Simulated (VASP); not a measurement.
# NbCu (Fm-3m) in VASP: relaxation of cell and atoms with PBEsol-based screened hybrid with 25 % exact exchange

Aim: the relaxation of cell and atoms of NbCu with PBEsol-based screened hybrid with 25 % exact exchange.

All numbers are computed with VASP 6.6.1; they aren't measurements. Logs are shortened: lines on timing, memory, paths and dates and some standing lists are left out, and cuts for length are marked.

### Step 1. The cell of the first run

Symmetry: Fm-3m, No. 225, cubic system. The conventional cell has a = 5.124 Å, b = 5.124 Å, c = 5.124 Å, α = 90.00°, β = 90.00°, γ = 90.00°. Within 3.4 Å of Nb (site symmetry m-3m) lie 6 Cu at 2.56 Å. Cu (site symmetry m-3m) has 6 Nb at 2.56 Å within 3.4 Å.

### Step 2. Relaxation of cell and atoms, PBEsol-based screened hybrid with 25 % exact exchange

POSCAR reads:

```
NbCu
1.0
    0.0000000000      2.5622100000      2.5622100000
    2.5622100000      0.0000000000      2.5622100000
    2.5622100000      2.5622100000      0.0000000000
Nb Cu
1 1
Direct
    0.0000000000      0.0000000000      0.0000000000
    0.5000000000      0.5000000000      0.5000000000
```

INCAR.step1 reads:

```
  PREC = Accurate
  ENCUT = 600
  EDIFF = 1E-5
  ISMEAR = -1
  SIGMA = 0.05
  LREAL = False
  LASPH = True
  NELM = 80
  ALGO = Normal
  LWAVE = True
  LCHARG = False
  GGA = PE
  NBANDS = 19
```

INCAR.step2 reads:

```
  PREC = Accurate
  ENCUT = 600
  EDIFF = 1E-6
  ISMEAR = -1
  SIGMA = 0.05
  LREAL = False
  LASPH = True
  NELM = 80
  ALGO = Normal
  ISIF = 3
  LWAVE = False
  LCHARG = False
  GGA = PS
  LHFCALC = True
  AEXX = 0.25
  HFSCREEN = 0.207
  PRECFOCK = Normal
  IBRION = 2
  NSW = 60
  EDIFFG = -0.01
  ISTART = 1
```

KPOINTS reads:

```
Automatic mesh
0
Gamma
  5 5 5
```

Potentials or basis: VASP PAW PBE potentials, release 64 (Nb_sv, Cu).

On the command line:

```sh
$ cat potpaw_PBE.64/Nb_sv/POTCAR potpaw_PBE.64/Cu/POTCAR > POTCAR
$ cp INCAR.step1 INCAR
$ mpirun -np 1 vasp_std > vasp.out
$ cp INCAR.step2 INCAR
$ mpirun -np 1 vasp_std > vasp.out
```

OUTCAR:

```text
PREC = Accurate
   ENCUT = 600
   EDIFF = 1E-6
   ISMEAR = -1
   LREAL = False
   LASPH = True
   NELM = 80
   ISIF = 3
   GGA = PS
   LHFCALC = True
   AEXX = 0.25
   HFSCREEN = 0.207
   PRECFOCK = Normal
   IBRION = 2
   NSW = 60
   EDIFFG = -0.01
   ISTART = 1

 ion  position               nearest neighbor table
   1  0.000  0.000  0.000-   2 2.56   2 2.56   2 2.56   2 2.56   2 2.56   2 2.56
   2  0.500  0.500  0.500-   1 2.56   1 2.56   1 2.56   1 2.56   1 2.56   1 2.56

  LATTYP: Found a face centered cubic cell.
 ALAT       =     5.1244200000

  Lattice vectors:

 A1 = (   0.0000000000,   2.5622100000,   2.5622100000)
 A2 = (   2.5622100000,   0.0000000000,   2.5622100000)
 A3 = (   2.5622100000,   2.5622100000,   0.0000000000)

Analysis of symmetry for initial positions (statically):
=====================================================================
 Subroutine PRICEL returns:
 Original cell was already a primitive cell.

 Routine SETGRP: Setting up the symmetry group for a
 face centered cubic supercell.

 Subroutine GETGRP returns: Found 48 space group operations
 (whereof 48 operations were pure point group operations)
 out of a pool of 48 trial point group operations.

The static configuration has the point symmetry O_h .

Analysis of symmetry for dynamics (positions and initial velocities):
=====================================================================
 Subroutine PRICEL returns:
 Original cell was already a primitive cell.

 Routine SETGRP: Setting up the symmetry group for a
 face centered cubic supercell.

 Subroutine GETGRP returns: Found 48 space group operations
 (whereof 48 operations were pure point group operations)
 out of a pool of 48 trial point group operations.

The dynamic configuration has the point symmetry O_h .

 Subroutine INISYM returns: Found 48 space group operations
 (whereof 48 operations are pure point group operations),
 and found     1 'primitive' translations

----------------------------------------------------------------------------------------

                                     Primitive cell

  volume of cell :      33.6414

  direct lattice vectors                    reciprocal lattice vectors
     0.000000000  2.562210000  2.562210000    -0.195144036  0.195144036  0.195144036
     2.562210000  0.000000000  2.562210000     0.195144036 -0.195144036  0.195144036
     2.562210000  2.562210000  0.000000000     0.195144036  0.195144036 -0.195144036

  length of vectors
     3.623512132  3.623512132  3.623512132     0.337999385  0.337999385  0.337999385

  position of ions in fractional coordinates (direct lattice)
     0.000000000  0.000000000  0.000000000
     0.500000000  0.500000000  0.500000000

  ion indices of the primitive-cell ions
   primitive index   ion index
                 1           1
                 2           2

----------------------------------------------------------------------------------------

 KPOINTS: Automatic mesh

Automatic generation of k-mesh.
 Grid dimensions read from file:
 generate k-points for:    5    5    5

 Generating k-lattice:

  Cartesian coordinates                     Fractional coordinates (reciprocal lattice)
    -0.039028807  0.039028807  0.039028807     0.200000000  0.000000000  0.000000000
     0.039028807 -0.039028807  0.039028807     0.000000000  0.200000000  0.000000000
     0.039028807  0.039028807 -0.039028807     0.000000000  0.000000000  0.200000000

  Length of vectors
     0.067599877  0.067599877  0.067599877

  Shift w.r.t. Gamma in fractional coordinates (k-lattice)
     0.000000000  0.000000000  0.000000000

 Subroutine IBZKPT returns following result:
 ===========================================

 Found     10 irreducible k-points:

 Following reciprocal coordinates:
            Coordinates               Weight
  0.000000  0.000000  0.000000      1.000000
  0.200000  0.000000  0.000000      8.000000
  0.400000  0.000000  0.000000      8.000000
  0.200000  0.200000  0.000000      6.000000
  0.400000  0.200000  0.000000     24.000000
 -0.400000  0.200000  0.000000     24.000000
 -0.200000  0.200000  0.000000     12.000000
  0.400000  0.400000  0.000000      6.000000
 -0.400000  0.400000  0.000000     12.000000
 -0.400000  0.400000  0.200000     24.000000
   k-points           NKPTS =     10   k-points in BZ     NKDIM =    125   number of bands    NBANDS=     16
   number of dos      NEDOS =    301   number of ions     NIONS =      2
   total plane-waves  NPLWV =  27000
   dimension x,y,z NGX =    30 NGY =   30 NGZ =   30
   dimension x,y,z NGXF=    60 NGYF=   60 NGZF=   60
   ions per type =               1   1
   NGX,Y,Z   is equivalent  to a cutoff of  13.76, 13.76, 13.76 a.u.
   NGXF,Y,Z  is equivalent  to a cutoff of  27.53, 27.53, 27.53 a.u.
 SYSTEM =  unknown system
   PREC   = accura    normal or accurate (medium, high low for compatibility)
   ISTART =      1    job   : 0-new  1-cont  2-samecut
   ICHARG =      0    charge: 1-file 2-atom 10-const
   ISPIN  =      1    spin polarized calculation?
   LNONCOLLINEAR =      F non collinear calculations
   LSORBIT =      F    spin-orbit coupling
   LASPH  =      T    aspherical Exc in radial PAW
   ENCUT  =  600.0 eV  44.10 Ry    6.64 a.u.   7.24  7.24  7.24*2*pi/ulx,y,z
   NELM   =     80;   NELMIN=  2; NELMDL=  0     # of ELM steps
   EDIFF  = 0.1E-05   stopping-criterion for ELM
   LREAL  =      F    real-space projection
   EDIFFG = -.1E-01   stopping-criterion for IOM
   NSW    =     60    number of steps for IOM
   IBRION =      2    ionic relax: 0-MD 1-quasi-New 2-CG
   NFREE  =      1    steps in history (QN), initial steepest desc. (CG)
   ISIF   =      3    stress and relaxation
   ISYM   =      3    0-nonsym 1-usesym 2-fastsym
   POTIM  = 0.5000    time-step for ionic-motion
   TEBEG  =    0.0;   TEEND  =   0.0 temperature during run
   PSTRESS=    0.0 pullay stress
   NELECT =      24.0000    total number of electrons
   NUPDOWN=      -1.0000    fix difference up-down
   EMIN   =  10.00;   EMAX   =-10.00  energy-range for DOS
   EFERMI =   0.00;   METHOD = LEGACY
   ISMEAR =    -1;   SIGMA  =   0.05  broadening in eV -4-tet -1-fermi 0-gaus
   EFERMI_NEDOS =   21; number of points for ismear=-14 and -15
   IALGO  =     38    algorithm
   IMIX   =      1    mixing-type and parameters
     AMIX     =   0.40;   BMIX     =  1.00
     AMIX_MAG =   1.60;   BMIX_MAG =  1.00
  volume/ion in A,a.u.               =      16.82       113.51
  Fermi-wavevector in a.u.,A,eV,Ry     =   1.462808  2.764305 29.113827  2.139806
  Thomas-Fermi vector in A             =   2.578977
   LORBIT       =      0    0 simple, 1 ext, 2 COOP (PROOUT), +10 PAW based schemes
   GGA     = PS    functional components
   LHFCALC =     T    Hartree Fock is set to
   PRECFOCK=normal    Normal, Fast or Accurate (Low or Medium for compatibility)
   ENCUT4O =  -1.0   cutoff for four orbital integrals eV
   NKREDX  =     1    reduce k-point grid by
   NKREDY  =     1    reduce k-point grid by
   NKREDZ  =     1    reduce k-point grid by
   AEXX    =    0.2500 exact exchange contribution
   HFSCREEN=    0.2070 screening length (either q_TF or 0.3 A-1)
   HFSCREENC=   0.2070 screening length for correlation (either q_TF or 0.3 A-1)
   ENCUTFOCK=  -1.0 apply spherical cutoff to Coloumb kernel
   IVDW    =     0    specifies the selected vdW correction
   LEPSILON=     F    determine dielectric tensor
   LRPA    =     F    only Hartree local field effects (RPA)
 conjugate gradient relaxation of ions
 non-spin polarized calculation
  energy-cutoff  :      600.00
  volume of cell :       33.64
 maximum number of plane-waves:      1139
 NGX is ok and might be reduce to    30
  NGX = 24; NGY = 24; NGZ = 24

--------------------------------------- Ionic step        1  -------------------------------------------

 number of electron      24.0000009 magnetization

 Free energy of the ion-electron system (eV)
  ---------------------------------------------------
  ext. energy  EPLUGINS =         0.00000000
  ---------------------------------------------------
  free energy    TOTEN  =       -14.62065316 eV

  energy without entropy =      -14.60626162  energy(sigma->0) =      -14.61345739

 E-fermi :   8.0620     XC(G=0):  -9.8570

 val. band max:        7.9200712474   @ k =   0.4000   0.2000   0.0000
 cond. band min:       8.0872409311   @ k =  -0.2000   0.2000   0.0000
 fundamental gap:      0.1671696837
 Fermi energy:         8.0619619338

 k-point     1 :       0.0000    0.0000    0.0000
  band No.  band energies     occupation
      1     -51.0105      2.00000
      2     -25.5065      2.00000
      3     -25.5065      2.00000
      4     -25.5065      2.00000
      5       0.0928      2.00000
      6       2.7288      2.00000
[... 8 lines left out ...]
     15      10.9478      0.00000
     16      17.9522      0.00000
[... 263 lines left out ...]
 POSITION                                       TOTAL-FORCE (eV/Angst)
 -----------------------------------------------------------------------------------
      0.00000      0.00000      0.00000         0.000000      0.000000     -0.000000
      2.52203      2.52203      2.52203        -0.000000     -0.000000      0.000000
 -----------------------------------------------------------------------------------
    total drift:                               -0.000009      0.000005      0.000006

  FREE ENERGIE OF THE ION-ELECTRON SYSTEM (eV)
  ---------------------------------------------------
  free  energy   TOTEN  =       -14.6578747102 eV

  energy  without entropy=      -14.6446457249  energy(sigma->0) =      -14.65126022

--------------------------------------- Ionic step        4  -------------------------------------------

 number of electron      24.0000005 magnetization

 Free energy of the ion-electron system (eV)
  ---------------------------------------------------
  ext. energy  EPLUGINS =         0.00000000
  ---------------------------------------------------
  free energy    TOTEN  =       -14.65789097 eV

  energy without entropy =      -14.64467341  energy(sigma->0) =      -14.65128219

 E-fermi :   8.6573     XC(G=0): -10.0526

 val. band max:        8.5100946182   @ k =   0.4000   0.2000   0.0000
 cond. band min:       8.6816705519   @ k =  -0.2000   0.2000   0.0000
 fundamental gap:      0.1715759338
 Fermi energy:         8.6573450257

 k-point     1 :       0.0000    0.0000    0.0000
  band No.  band energies     occupation
      1     -50.3060      2.00000
      2     -24.8034      2.00000
      3     -24.8034      2.00000
      4     -24.8034      2.00000
      5       0.4505      2.00000
      6       3.0746      2.00000
[... 8 lines left out ...]
     15      11.7508      0.00000
     16      18.8419      0.00000
[... 191 lines left out ...]
 POSITION                                       TOTAL-FORCE (eV/Angst)
 -----------------------------------------------------------------------------------
      2.52123      2.52123      5.04245        -0.000000      0.000000     -0.000000
      2.52123      2.52123      2.52123         0.000000     -0.000000      0.000000
 -----------------------------------------------------------------------------------
    total drift:                               -0.000006     -0.000012     -0.000005

  FREE ENERGIE OF THE ION-ELECTRON SYSTEM (eV)
  ---------------------------------------------------
  free  energy   TOTEN  =       -14.6578909688 eV

  energy  without entropy=      -14.6446734066  energy(sigma->0) =      -14.65128219

 reached required accuracy - stopping structural energy minimisation
```

Run time: 85 min. Hardware: 1 thread of Intel Xeon Platinum 8488C (Sapphire Rapids), shared host; peak memory 0.3 GiB.

What came out:

| Item | Value |
| --- | --- |
| Free energy | -14.6579 eV |
| Relaxed volume | 16.03 Å³/atom |
| Relaxed cell | a = 3.566 Å, b = 3.566 Å, c = 3.566 Å, α = 60.00°, β = 60.00°, γ = 60.00° |
| Space group after relaxing (to 0.1 Å) | Fm-3m (No. 225) |
| Energy gained by relaxing | 18.6 meV/atom |
| Ionic steps | 4 |
| Pressure after relaxing | 0.0 GPa |
| Band gap on the k mesh | zero (bands 12 and 13 overlap by 2.23 eV) |

Step by step:
```csv
step,energy change (eV),largest force (eV/Å),pressure (GPa),volume (Å³)
1,0.0000,0.0000,-7.35,33.64
2,0.0371,0.0000,12.42,30.02
3,-0.0372,0.0000,-0.14,32.08
4,-0.0372,0.0000,0.02,32.05
```

Final structure:
```
Nb Cu
1.0
     0.00000    2.52123    2.52123
     2.52123    0.00000    2.52123
     2.52123    2.52123    0.00000
Nb Cu
1 1
Direct
  0.00000 0.00000 0.00000
  0.50000 0.50000 0.50000
```

Levels at points of the mesh, in eV from the Fermi level:
```
           k point  band 10  band 11  band 12  band 13  band 14  band 15
(0.00, 0.00, 0.00)    -5.33     1.53     1.53     1.53     3.09     3.09
```

Caveat: the k points lie up to 0.43 Å⁻¹ apart in the final cell, too coarse for converged energies and pressures of a metal; the PAW data sets were made with another functional, which shifts forces and pressure a little.

The gap in the log of VASP goes by the Fermi energy; the results here count the filled bands.